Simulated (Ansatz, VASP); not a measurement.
# One calculation of Pt, two programs

```xyz
2
Lattice="0.0000 -3.1390 0.0000 -3.1390 0.0000 0.0000 0.0000 0.0000 -3.1390" Properties=species:S:1:pos:R:3 pbc="T T T"
Pt   -1.4973   -1.4973   -1.4973
Pt   -0.0722   -0.0722   -0.0722
```

Change from the starting cell: mode 4 (144.5 1/cm) frozen in, largest displacement +0.125 Å.

Alike in both runs: task single point; functional r2SCAN; k mesh 20 × 20 × 20; occupations gaussian, width 0.15 eV; no spin polarisation.

|  | VASP | Ansatz |
| --- | --- | --- |
| version | VASP 6.6.1 | Ansatz 0.2.0 |
| potentials or method | VASP PAW PBE potentials, release 64 (Pt), cutoff 520 eV | scalar-relativistic, plane waves, PAW |
| valence electrons in the cell | 20 | 36 |

Ansatz gave:

```
gap on the k mesh at the Fermi level (eV)                     : none
pressure (GPa)                                                : 7.1
traceless stress, the component that is largest in VASP (GPa) : 4.45
rms of the force components (eV/Å)                            : 1.420
```

**Question.** Estimate VASP's values.

**Answer.** gap on the k mesh at the Fermi level (eV): none; pressure (GPa): 7.8; traceless stress, the component that is largest in VASP (GPa): 4.50; rms of the force components (eV/Å): 1.437.

VASP's potentials were made for PBE, not for r2SCAN. Atom by atom the forces differ by 0.017 eV/Å (rms over components). A gap of «none» marks a metal or a gap that the smearing closes. VASP's potentials hold 20 valence electrons a cell and Ansatz's 36, so a difference there can come from the potentials and not from the codes.

Spin-orbit coupling is off throughout.
